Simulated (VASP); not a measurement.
Here is a VASP 6.6.1 calculation.

INCAR

```
SYSTEM = BiTe
ALGO = Normal
EDIFF = 1E-8
ENCUT = 520
GGA = PS
IBRION = 8
ISIF = 2
ISMEAR = -1
LASPH = .TRUE.
LCHARG = .FALSE.
LREAL = .FALSE.
LWAVE = .FALSE.
NELM = 100
NSW = 1
PREC = Accurate
SIGMA = 0.15
```

KPOINTS

```
k-points
0
G
  6 6 6
  0 0 0
```

Contents of POSCAR:

```
BiTe
1.0
    0.0000000000      3.2005777672      3.2005777672
    3.2005777672      0.0000000000      3.2005777672
    3.2005777672      3.2005777672      0.0000000000
Bi Te
1 1
Direct
    0.0000000000      0.0000000000      0.0000000000
    0.5000000000      0.5000000000      0.5000000000
```

Potentials or basis: VASP PAW PBE potentials, release 64 (Bi_d, Te).

Launch:

```console
$ cat potpaw_PBE.64/Bi_d/POTCAR potpaw_PBE.64/Te/POTCAR > POTCAR
$ mpirun -np 1 vasp_std > vasp.out
```

What does it give for the highest phonon frequency at Γ, LO-TO splitting left out?

108 cm⁻¹.

Phonon frequencies in cm⁻¹ (negative: imaginary):
| q point | frequencies |
| --- | --- |
| (0.000, 0.000, 0.000) | 0 0 0 108 108 108 |
